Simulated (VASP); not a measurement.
# CsPbCl3 (Pm-3m) in VASP: single point with PBE

Aim: the single point of CsPbCl3 with PBE.

Program: VASP 6.6.1. These are calculated values, not measurements. Logs are shortened: lines on timing, memory, paths and dates and some standing lists are left out, and cuts for length are marked.

## Step 1: The cell of the first run

Symmetry: Pm-3m, No. 221, cubic system. Conventional cell: a = 5.605 Å, b = 5.605 Å, c = 5.605 Å, α = 90.00°, β = 90.00°, γ = 90.00°. Cs (site symmetry m-3m) has 12 Cl at 3.96 Å and 8 Pb at 4.85 Å within 5.2 Å. Within 3.7 Å of Pb (site symmetry m-3m) lie 6 Cl at 2.80 Å. Cl (site symmetry 4/mmm) has 2 Pb at 2.80 Å within 3.7 Å.

## Step 2: Single point, PBE

Input file INCAR:

```
SYSTEM = CsPbCl3
ALGO = Normal
EDIFF = 1E-6
ENCUT = 520
GGA = PE
ISIF = 2
ISMEAR = 0
LASPH = .True.
LCHARG = .False.
LREAL = .False.
LWAVE = .False.
NBANDS = 30
NELM = 60
PREC = Accurate
SIGMA = 0.05
```

Input file KPOINTS:

```
k-points
0
Gamma
  6 6 6
  0 0 0
```

Input file POSCAR:

```
CsPbCl3
1.0
    5.6050000000      0.0000000000      0.0000000000
    0.0000000000      5.6050000000      0.0000000000
    0.0000000000      0.0000000000      5.6050000000
Cs Pb Cl
1 1 3
Direct
    0.0000000000      0.0000000000      0.0000000000
    0.5000000000      0.5000000000      0.5000000000
    0.5000000000      0.5000000000      0.0000000000
    0.0000000000      0.5000000000      0.5000000000
    0.5000000000      0.0000000000      0.5000000000
```

Potentials or basis: VASP PAW PBE potentials, release 64 (Cs_sv, Pb_d, Cl).

Started as:

```
$ cat potpaw_PBE.64/Cs_sv/POTCAR potpaw_PBE.64/Pb_d/POTCAR potpaw_PBE.64/Cl/POTCAR > POTCAR
$ mpirun -np 1 vasp_std > vasp.out
```

OUTCAR:

```text
SYSTEM = CsPbCl3
   EDIFF = 1E-6
   ENCUT = 520
   GGA = PE
   ISIF = 2
   ISMEAR = 0
   LASPH = .True.
   LREAL = .False.
   NELM = 60
   PREC = Accurate

 ion  position               nearest neighbor table
   1  0.000  0.000  0.000-
   2  0.500  0.500  0.500-   3 2.80   4 2.80   5 2.80   3 2.80   5 2.80   4 2.80
   3  0.500  0.500  0.000-   2 2.80   2 2.80
   4  0.000  0.500  0.500-   2 2.80   2 2.80
   5  0.500  0.000  0.500-   2 2.80   2 2.80

  LATTYP: Found a simple cubic cell.
 ALAT       =     5.6050000000

  Lattice vectors:

 A1 = (   5.6050000000,   0.0000000000,   0.0000000000)
 A2 = (   0.0000000000,   5.6050000000,   0.0000000000)
 A3 = (   0.0000000000,   0.0000000000,   5.6050000000)

Analysis of symmetry for initial positions (statically):
=====================================================================
 Subroutine PRICEL returns:
 Original cell was already a primitive cell.

 Routine SETGRP: Setting up the symmetry group for a
 simple cubic supercell.

 Subroutine GETGRP returns: Found 48 space group operations
 (whereof 48 operations were pure point group operations)
 out of a pool of 48 trial point group operations.

The static configuration has the point symmetry O_h .

Analysis of symmetry for dynamics (positions and initial velocities):
=====================================================================
 Subroutine PRICEL returns:
 Original cell was already a primitive cell.

 Routine SETGRP: Setting up the symmetry group for a
 simple cubic supercell.

 Subroutine GETGRP returns: Found 48 space group operations
 (whereof 48 operations were pure point group operations)
 out of a pool of 48 trial point group operations.

The dynamic configuration has the point symmetry O_h .

 Subroutine INISYM returns: Found 48 space group operations
 (whereof 48 operations are pure point group operations),
 and found     1 'primitive' translations

----------------------------------------------------------------------------------------

                                     Primitive cell

  volume of cell :     176.0868

  direct lattice vectors                    reciprocal lattice vectors
     5.605000000  0.000000000  0.000000000     0.178412132  0.000000000  0.000000000
     0.000000000  5.605000000  0.000000000     0.000000000  0.178412132  0.000000000
     0.000000000  0.000000000  5.605000000     0.000000000  0.000000000  0.178412132

  length of vectors
     5.605000000  5.605000000  5.605000000     0.178412132  0.178412132  0.178412132

  position of ions in fractional coordinates (direct lattice)
     0.000000000  0.000000000  0.000000000
     0.500000000  0.500000000  0.500000000
     0.500000000  0.500000000  0.000000000
     0.000000000  0.500000000  0.500000000
     0.500000000  0.000000000  0.500000000

  ion indices of the primitive-cell ions
   primitive index   ion index
                 1           1
                 2           2
                 3           3
                 4           4
                 5           5

----------------------------------------------------------------------------------------

 KPOINTS: k-points

Automatic generation of k-mesh.
 Grid dimensions read from file:
 generate k-points for:    6    6    6

 Generating k-lattice:

  Cartesian coordinates                     Fractional coordinates (reciprocal lattice)
     0.029735355  0.000000000  0.000000000     0.166666667  0.000000000  0.000000000
     0.000000000  0.029735355  0.000000000     0.000000000  0.166666667  0.000000000
     0.000000000  0.000000000  0.029735355     0.000000000  0.000000000  0.166666667

  Length of vectors
     0.029735355  0.029735355  0.029735355

  Shift w.r.t. Gamma in fractional coordinates (k-lattice)
     0.000000000  0.000000000  0.000000000

 Subroutine IBZKPT returns following result:
 ===========================================

 Found     20 irreducible k-points:

 Following reciprocal coordinates:
            Coordinates               Weight
  0.000000  0.000000  0.000000      1.000000
  0.166667  0.000000  0.000000      6.000000
  0.333333  0.000000  0.000000      6.000000
  0.500000  0.000000  0.000000      3.000000
  0.166667  0.166667  0.000000     12.000000
  0.333333  0.166667  0.000000     24.000000
[... 12 lines left out ...]
  0.500000  0.500000  0.333333      6.000000
  0.500000  0.500000  0.500000      1.000000
   k-points           NKPTS =     20   k-points in BZ     NKDIM =     20   number of bands    NBANDS=     30
   number of dos      NEDOS =    301   number of ions     NIONS =      5
   total plane-waves  NPLWV =  74088
   dimension x,y,z NGX =    42 NGY =   42 NGZ =   42
   dimension x,y,z NGXF=    84 NGYF=   84 NGZF=   84
   ions per type =               1   1   3
   NGX,Y,Z   is equivalent  to a cutoff of  12.46, 12.46, 12.46 a.u.
   NGXF,Y,Z  is equivalent  to a cutoff of  24.91, 24.91, 24.91 a.u.
 SYSTEM =  CsPbCl3
   PREC   = accura    normal or accurate (medium, high low for compatibility)
   ISTART =      0    job   : 0-new  1-cont  2-samecut
   ICHARG =      2    charge: 1-file 2-atom 10-const
   ISPIN  =      1    spin polarized calculation?
   LNONCOLLINEAR =      F non collinear calculations
   LSORBIT =      F    spin-orbit coupling
   LASPH  =      T    aspherical Exc in radial PAW
   ENCUT  =  520.0 eV  38.22 Ry    6.18 a.u.  10.42 10.42 10.42*2*pi/ulx,y,z
   NELM   =     60;   NELMIN=  2; NELMDL= -5     # of ELM steps
   EDIFF  = 0.1E-05   stopping-criterion for ELM
   LREAL  =      F    real-space projection
   EDIFFG = 0.1E-04   stopping-criterion for IOM
   NSW    =      0    number of steps for IOM
   IBRION =     -1    ionic relax: 0-MD 1-quasi-New 2-CG
   NFREE  =      0    steps in history (QN), initial steepest desc. (CG)
   ISIF   =      2    stress and relaxation
   ISYM   =      2    0-nonsym 1-usesym 2-fastsym
   POTIM  = 0.5000    time-step for ionic-motion
   TEBEG  =    0.0;   TEEND  =   0.0 temperature during run
   PSTRESS=    0.0 pullay stress
   NELECT =      44.0000    total number of electrons
   NUPDOWN=      -1.0000    fix difference up-down
   EMIN   =  10.00;   EMAX   =-10.00  energy-range for DOS
   EFERMI =   0.00;   METHOD = LEGACY
   ISMEAR =     0;   SIGMA  =   0.05  broadening in eV -4-tet -1-fermi 0-gaus
   EFERMI_NEDOS =   21; number of points for ismear=-14 and -15
   IALGO  =     38    algorithm
   IMIX   =      4    mixing-type and parameters
     AMIX     =   0.40;   BMIX     =  1.00
     AMIX_MAG =   1.60;   BMIX_MAG =  1.00
  volume/ion in A,a.u.               =      35.22       237.66
  Fermi-wavevector in a.u.,A,eV,Ry     =   1.031138  1.948568 14.466333  1.063245
  Thomas-Fermi vector in A             =   2.165271
   LORBIT       =      0    0 simple, 1 ext, 2 COOP (PROOUT), +10 PAW based schemes
   GGA     = PE    functional components
   LHFCALC =     F    Hartree Fock is set to
   AEXX    =    0.0000 exact exchange contribution
   IVDW    =     0    specifies the selected vdW correction
   LEPSILON=     F    determine dielectric tensor
   LRPA    =     F    only Hartree local field effects (RPA)
 non-spin polarized calculation
 Gauss-broadening in eV      SIGMA  =   0.05
  energy-cutoff  :      520.00
  volume of cell :      176.09
 maximum number of plane-waves:      4780
 NGX is ok and might be reduce to    42
   NGX = 21   NGY = 21   NGZ = 21

 number of electron      44.0000004 magnetization

 Free energy of the ion-electron system (eV)
  ---------------------------------------------------
  ext. energy  EPLUGINS =         0.00000000
  ---------------------------------------------------
  free energy    TOTEN  =       -17.49993887 eV

  energy without entropy =      -17.49993887  energy(sigma->0) =      -17.49993887

 E-fermi :   2.0615     XC(G=0):  -7.8208

 val. band max:        1.8072923272   @ k =   0.5000   0.5000   0.5000
 cond. band min:       3.7476895326   @ k =   0.5000   0.5000   0.5000
 fundamental gap:      1.9403972054
 Fermi energy:         2.0615379854

 k-point     1 :       0.0000    0.0000    0.0000
  band No.  band energies     occupation
      1     -19.5672      2.00000
      2     -15.0113      2.00000
      3     -15.0113      2.00000
      4     -14.7646      2.00000
      5     -14.7646      2.00000
      6     -14.7646      2.00000
[... 22 lines left out ...]
     29       7.9939      0.00000
     30       7.9939      0.00000

 k-point     2 :       0.1667    0.0000    0.0000
  band No.  band energies     occupation
      1     -19.5667      2.00000
      2     -15.0113      2.00000
      3     -14.9856      2.00000
      4     -14.7650      2.00000
      5     -14.7650      2.00000
      6     -14.7646      2.00000
[... 22 lines left out ...]
     29       7.2584      0.00000
     30       8.0197      0.00000

 k-point     3 :       0.3333    0.0000    0.0000
  band No.  band energies     occupation
      1     -19.5656      2.00000
      2     -15.0111      2.00000
      3     -14.9325      2.00000
      4     -14.7657      2.00000
      5     -14.7657      2.00000
      6     -14.7646      2.00000
[... 22 lines left out ...]
     29       7.3407      0.00000
     30       8.3327      0.00000

 k-point     4 :       0.5000    0.0000    0.0000
  band No.  band energies     occupation
      1     -19.5650      2.00000
      2     -15.0111      2.00000
      3     -14.9052      2.00000
      4     -14.7661      2.00000
      5     -14.7661      2.00000
      6     -14.7646      2.00000
[... 484 lines left out ...]
     29       7.6616      0.00000
     30       8.0479      0.00000

 k-point    19 :       0.5000    0.5000    0.3333
  band No.  band energies     occupation
      1     -19.5620      2.00000
      2     -14.8668      2.00000
      3     -14.8321      2.00000
      4     -14.7676      2.00000
      5     -14.7672      2.00000
      6     -14.7672      2.00000
[... 22 lines left out ...]
     29       7.4782      0.00000
     30       8.2385      0.00000

 k-point    20 :       0.5000    0.5000    0.5000
  band No.  band energies     occupation
      1     -19.5616      2.00000
      2     -14.8321      2.00000
      3     -14.8321      2.00000
      4     -14.7676      2.00000
      5     -14.7676      2.00000
      6     -14.7676      2.00000
[... 22 lines left out ...]
     29       7.3651      0.00000
     30       8.5611      0.00000

------------------------ aborting loop because EDIFF is reached ----------------------------------------

  FORCE on cell =-STRESS in cart. coord.  units (eV):
  Direction    XX          YY          ZZ          XY          YZ          ZX
  --------------------------------------------------------------------------------------
  -------------------------------------------------------------------------------------
  Total        1.8950733      1.8950733      1.8950733      0.0000000     -0.0000000     -0.0000000
  in kB       17.2428778     17.2428778     17.2428778      0.0000000     -0.0000000     -0.0000000
  external PRESSURE =      17.2428778 kB  Pullay stress =       0.0000000 kB

 VOLUME and BASIS-vectors are now :
 -----------------------------------------------------------------------------
  energy-cutoff  :      520.00
  volume of cell :      176.09
      direct lattice vectors                 reciprocal lattice vectors
     5.605000000  0.000000000  0.000000000     0.178412132  0.000000000  0.000000000
     0.000000000  5.605000000  0.000000000     0.000000000  0.178412132  0.000000000
     0.000000000  0.000000000  5.605000000     0.000000000  0.000000000  0.178412132

 POSITION                                       TOTAL-FORCE (eV/Angst)
 -----------------------------------------------------------------------------------
      0.00000      0.00000      0.00000         0.000000      0.000000      0.000000
      2.80250      2.80250      2.80250         0.000000      0.000000      0.000000
      2.80250      2.80250      0.00000         0.000000      0.000000      0.000000
      0.00000      2.80250      2.80250         0.000000      0.000000      0.000000
      2.80250      0.00000      2.80250         0.000000      0.000000      0.000000
 -----------------------------------------------------------------------------------
    total drift:                                0.000000     -0.000000     -0.000000

  FREE ENERGIE OF THE ION-ELECTRON SYSTEM (eV)
  ---------------------------------------------------
  free  energy   TOTEN  =       -17.4999388737 eV

  energy  without entropy=      -17.4999388737  energy(sigma->0) =      -17.49993887
```

Wall time 40 s (1 thread of Intel Xeon 6975P-C (Granite Rapids), shared host); peak memory 0.31 GiB.

What came out:

- Free energy: -17.4999 eV
- Pressure: 1.7 GPa
- Band gap on the k mesh: 1.94 eV, direct

Caveat: spin-orbit coupling is left out, which moves the levels of the heavy elements. PBE gaps usually lie below the measured ones, often by a third to a half.
